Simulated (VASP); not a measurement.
# SnO2 (R-3m) in VASP: notebook, part 2 of 2

VASP 6.6.1. The steps go on from the part before.

## Step 5: Single point, PBEsol (strain +0.0300 x Voigt [0, 0, 1, 0, 0, 0])

INCAR

```
SYSTEM = SnO2
PREC     = Accurate       ! precision mode
ENCUT    = 520            ! plane-wave cutoff, eV
EDIFF    = 1E-7           ! SCF threshold, eV
ISMEAR   = 0              ! smearing method
SIGMA    = 0.05           ! smearing width, eV
LREAL    = .FALSE.        ! projectors in reciprocal space
LASPH    = .TRUE.         ! aspherical terms in the spheres
NELM     = 100            ! most SCF steps
ALGO     = Normal         ! electronic algorithm
ISIF     = 2              ! what is computed and relaxed
LWAVE    = .FALSE.        ! write WAVECAR
LCHARG   = .FALSE.        ! write CHGCAR
GGA      = PS             ! functional
NBANDS   = 20             ! bands
```

KPOINTS

```
Automatic mesh
0
G
  12 12 12
  0 0 0
```

POSCAR

```
SnO2
1.0
    1.6170930752      0.9336291223      4.9446103615
   -1.6170930752      0.9336291223      4.9446103615
    0.0000000000     -1.8672582446      4.9446103615
Sn O
1 2
Direct
    0.5000000000      0.5000000000      0.5000000000
    0.2371700000      0.2371700000      0.2371700000
    0.7628300000      0.7628300000      0.7628300000
```

Potentials or basis: VASP PAW PBE potentials, release 64 (Sn_d, O).

Launch:

```sh
$ cat potpaw_PBE.64/Sn_d/POTCAR potpaw_PBE.64/O/POTCAR > POTCAR
$ mpirun -np 1 vasp_std > vasp.out
```

OUTCAR:

```text
SYSTEM = SnO2
   PREC = Accurate
   ENCUT = 520
   EDIFF = 1E-7
   ISMEAR = 0
   LREAL = .FALSE.
   LASPH = .TRUE.
   NELM = 100
   ISIF = 2
   GGA = PS

 ion  position               nearest neighbor table
   1  0.500  0.500  0.500-   2 2.14   2 2.14   3 2.14   3 2.14   2 2.14   3 2.14
   2  0.237  0.237  0.237-   1 2.14   1 2.14   1 2.14
   3  0.763  0.763  0.763-   1 2.14   1 2.14   1 2.14

  LATTYP: Found a trigonal (rhomboedric) cell.
 ALAT       =     5.2854351740
 COS(alpha) =     0.8127859109

  Lattice vectors:

 A1 = (   1.6170930752,   0.9336291223,   4.9446103615)
 A2 = (  -1.6170930752,   0.9336291223,   4.9446103615)
 A3 = (   0.0000000000,  -1.8672582446,   4.9446103615)

Analysis of symmetry for initial positions (statically):
=====================================================================
 Subroutine PRICEL returns:
 Original cell was already a primitive cell.

 Routine SETGRP: Setting up the symmetry group for a
 trigonal (rhombohedral) supercell.

 Subroutine GETGRP returns: Found 12 space group operations
 (whereof 12 operations were pure point group operations)
 out of a pool of 12 trial point group operations.

The static configuration has the point symmetry D_3d.

Analysis of symmetry for dynamics (positions and initial velocities):
=====================================================================
 Subroutine PRICEL returns:
 Original cell was already a primitive cell.

 Routine SETGRP: Setting up the symmetry group for a
 trigonal (rhombohedral) supercell.

 Subroutine GETGRP returns: Found 12 space group operations
 (whereof 12 operations were pure point group operations)
 out of a pool of 12 trial point group operations.

The dynamic configuration has the point symmetry D_3d.

 Subroutine INISYM returns: Found 12 space group operations
 (whereof 12 operations are pure point group operations),
 and found     1 'primitive' translations

----------------------------------------------------------------------------------------

                                     Primitive cell

  volume of cell :      44.7912

  direct lattice vectors                    reciprocal lattice vectors
     1.617093075  0.933629122  4.944610361     0.309196797  0.178514854  0.067413468
    -1.617093075  0.933629122  4.944610361    -0.309196797  0.178514854  0.067413468
     0.000000000 -1.867258245  4.944610361     0.000000000 -0.357029708  0.067413468

  length of vectors
     5.285435174  5.285435174  5.285435174     0.363338394  0.363338394  0.363338394

  position of ions in fractional coordinates (direct lattice)
     0.500000000  0.500000000  0.500000000
     0.237170000  0.237170000  0.237170000
     0.762830000  0.762830000  0.762830000

  ion indices of the primitive-cell ions
   primitive index   ion index
                 1           1
                 2           2
                 3           3

----------------------------------------------------------------------------------------

 KPOINTS: Automatic mesh

Automatic generation of k-mesh.
 Grid dimensions read from file:
 generate k-points for:   12   12   12

 Generating k-lattice:

  Cartesian coordinates                     Fractional coordinates (reciprocal lattice)
     0.025766400  0.014876238  0.005617789     0.083333333 -0.000000000 -0.000000000
    -0.025766400  0.014876238  0.005617789    -0.000000000  0.083333333 -0.000000000
     0.000000000 -0.029752476  0.005617789    -0.000000000 -0.000000000  0.083333333

  Length of vectors
     0.030278199  0.030278199  0.030278199

  Shift w.r.t. Gamma in fractional coordinates (k-lattice)
     0.000000000  0.000000000  0.000000000

 Subroutine IBZKPT returns following result:
 ===========================================

 Found    189 irreducible k-points:

 Following reciprocal coordinates:
            Coordinates               Weight
  0.000000  0.000000  0.000000      1.000000
  0.083333 -0.000000  0.000000      6.000000
  0.166667 -0.000000  0.000000      6.000000
  0.250000 -0.000000  0.000000      6.000000
  0.333333 -0.000000  0.000000      6.000000
  0.416667 -0.000000  0.000000      6.000000
[... 16 lines left out ...]
  0.500000  0.166667  0.000000     12.000000
 -0.416667  0.166667 -0.000000     12.000000
 [... further k-points ...]
   k-points           NKPTS =    189   k-points in BZ     NKDIM =    189   number of bands    NBANDS=     20
   number of dos      NEDOS =    301   number of ions     NIONS =      3
   total plane-waves  NPLWV =  64000
   dimension x,y,z NGX =    40 NGY =   40 NGZ =   40
   dimension x,y,z NGXF=    80 NGYF=   80 NGZF=   80
   ions per type =               1   2
   NGX,Y,Z   is equivalent  to a cutoff of  12.58, 12.58, 12.58 a.u.
   NGXF,Y,Z  is equivalent  to a cutoff of  25.16, 25.16, 25.16 a.u.
 SYSTEM =  SnO2
   PREC   = accura    normal or accurate (medium, high low for compatibility)
   ISTART =      0    job   : 0-new  1-cont  2-samecut
   ICHARG =      2    charge: 1-file 2-atom 10-const
   ISPIN  =      1    spin polarized calculation?
   LNONCOLLINEAR =      F non collinear calculations
   LSORBIT =      F    spin-orbit coupling
   LASPH  =      T    aspherical Exc in radial PAW
   ENCUT  =  520.0 eV  38.22 Ry    6.18 a.u.   9.83  9.83  9.83*2*pi/ulx,y,z
   NELM   =    100;   NELMIN=  2; NELMDL= -5     # of ELM steps
   EDIFF  = 0.1E-06   stopping-criterion for ELM
   LREAL  =      F    real-space projection
   EDIFFG = 0.1E-05   stopping-criterion for IOM
   NSW    =      0    number of steps for IOM
   IBRION =     -1    ionic relax: 0-MD 1-quasi-New 2-CG
   NFREE  =      0    steps in history (QN), initial steepest desc. (CG)
   ISIF   =      2    stress and relaxation
   ISYM   =      2    0-nonsym 1-usesym 2-fastsym
   POTIM  = 0.5000    time-step for ionic-motion
   TEBEG  =    0.0;   TEEND  =   0.0 temperature during run
   PSTRESS=    0.0 pullay stress
   NELECT =      26.0000    total number of electrons
   NUPDOWN=      -1.0000    fix difference up-down
   EMIN   =  10.00;   EMAX   =-10.00  energy-range for DOS
   EFERMI =   0.00;   METHOD = LEGACY
   ISMEAR =     0;   SIGMA  =   0.05  broadening in eV -4-tet -1-fermi 0-gaus
   EFERMI_NEDOS =   21; number of points for ismear=-14 and -15
   IALGO  =     38    algorithm
   IMIX   =      4    mixing-type and parameters
     AMIX     =   0.40;   BMIX     =  1.00
     AMIX_MAG =   1.60;   BMIX_MAG =  1.00
  volume/ion in A,a.u.               =      14.93       100.76
  Fermi-wavevector in a.u.,A,eV,Ry     =   1.365636  2.580678 25.374353  1.864962
  Thomas-Fermi vector in A             =   2.491847
   LORBIT       =      0    0 simple, 1 ext, 2 COOP (PROOUT), +10 PAW based schemes
   GGA     = PS    functional components
   LHFCALC =     F    Hartree Fock is set to
   AEXX    =    0.0000 exact exchange contribution
   IVDW    =     0    specifies the selected vdW correction
   LEPSILON=     F    determine dielectric tensor
   LRPA    =     F    only Hartree local field effects (RPA)
 non-spin polarized calculation
 Gauss-broadening in eV      SIGMA  =   0.05
  energy-cutoff  :      520.00
  volume of cell :       44.79
 maximum number of plane-waves:      1222
   NGX = 19   NGY = 19   NGZ = 19

 number of electron      25.9999994 magnetization

 Free energy of the ion-electron system (eV)
  ---------------------------------------------------
  ext. energy  EPLUGINS =         0.00000000
  ---------------------------------------------------
  free energy    TOTEN  =       -19.25845258 eV

  energy without entropy =      -19.25845258  energy(sigma->0) =      -19.25845258

 E-fermi :   3.0253     XC(G=0): -10.0387

 val. band max:        2.8192888790   @ k =  -0.1667   0.1667   0.0000
 cond. band min:       4.6844410107   @ k =   0.0000   0.0000   0.0000
 fundamental gap:      1.8651521317
 Fermi energy:         3.0252853941

 k-point     1 :       0.0000    0.0000    0.0000
  band No.  band energies     occupation
      1     -17.0400      2.00000
      2     -16.8685      2.00000
      3     -16.8685      2.00000
      4     -16.6930      2.00000
      5     -16.6930      2.00000
      6     -14.9453      2.00000
[... 12 lines left out ...]
     19      19.7466      0.00000
[... 513 lines left out ...]
      4     -16.6671      2.00000
      5     -16.6340      2.00000
      6     -13.3825      2.00000
[... 12 lines left out ...]
     19      15.7110      0.00000
     20      16.7995      0.00000

 [... further k-points ...]

------------------------ aborting loop because EDIFF is reached ----------------------------------------

  FORCE on cell =-STRESS in cart. coord.  units (eV):
  Direction    XX          YY          ZZ          XY          YZ          ZX
  --------------------------------------------------------------------------------------
  -------------------------------------------------------------------------------------
  Total       -1.9508685     -1.9508685     -1.7604380      0.0000000     -0.0000000      0.0000000
  in kB      -69.7823895    -69.7823895    -62.9707092      0.0000000     -0.0000000      0.0000000
  external PRESSURE =     -67.5118294 kB  Pullay stress =       0.0000000 kB

 VOLUME and BASIS-vectors are now :
 -----------------------------------------------------------------------------
  energy-cutoff  :      520.00
  volume of cell :       44.79
      direct lattice vectors                 reciprocal lattice vectors
     1.617093075  0.933629122  4.944610361     0.309196797  0.178514854  0.067413468
    -1.617093075  0.933629122  4.944610361    -0.309196797  0.178514854  0.067413468
     0.000000000 -1.867258245  4.944610361     0.000000000 -0.357029708  0.067413468

 POSITION                                       TOTAL-FORCE (eV/Angst)
 -----------------------------------------------------------------------------------
      0.00000      0.00000      7.41692         0.000000      0.000000      0.000000
      0.00000      0.00000      3.51814        -0.000000      0.000000     -0.721822
      0.00000      0.00000     11.31569        -0.000000      0.000000      0.721822
 -----------------------------------------------------------------------------------
    total drift:                               -0.000000      0.000000      0.000000

  FREE ENERGIE OF THE ION-ELECTRON SYSTEM (eV)
  ---------------------------------------------------
  free  energy   TOTEN  =       -19.2584525818 eV

  energy  without entropy=      -19.2584525818  energy(sigma->0) =      -19.25845258
```

It took 4.1 min on 1 thread of Intel Xeon Platinum 8559C (Emerald Rapids), shared host; peak memory 0.34 GiB.

What came out:

* Free energy: -19.2585 eV
* Pressure: -6.8 GPa
* Largest force: 0.722 eV/Å
* Band gap on the k mesh: 1.87 eV (least direct gap 1.99 eV)

Forces on the atoms (eV/Å):
```
Sn   0.000  0.000  0.000
O    0.000  0.000 -0.722
O    0.000  0.000  0.722
```

Stress tensor (GPa, compression positive):
```
-6.98  0.00  0.00
 0.00 -6.98  0.00
 0.00  0.00 -6.30
```

Caveat: the cell differs from its parent crystal (strain +0.0300 x Voigt [0, 0, 1, 0, 0, 0]); the cell stands under tension; the PAW data sets were made with another functional, which shifts forces and pressure a little; spin-orbit coupling is left out, which moves the levels of the heavy elements. A k mesh can miss the band edges.

## Step 6: The runs side by side

```csv
cell,gap on the mesh (eV),pressure (GPa),largest force (eV/Å)
"a = 4.950 Å, angles 38.1°, 3 atoms",1.83,-0.8,0.24
"a = 5.017 Å, angles 37.6°, 3 atoms",1.83,-2.2,0.04
"a = 5.084 Å, angles 37.1°, 3 atoms",1.84,-3.4,0.15
"a = 5.285 Å, angles 35.6°, 3 atoms",1.87,-6.8,0.72
```

Alike in all rows: task single point; level PBEsol; potentials or basis VASP PAW PBE potentials, release 64 (Sn_d, O); no spin polarisation; k mesh 12 × 12 × 12; cutoff (eV) 520; smearing gaussian 0.05 eV.

Caveats: the PAW data sets were made with another functional, which shifts forces and pressure a little; spin-orbit coupling is left out, which moves the levels of the heavy elements; the cell stands under tension (at least some runs).

Absolute energies hang on the potentials; compare differences alone.
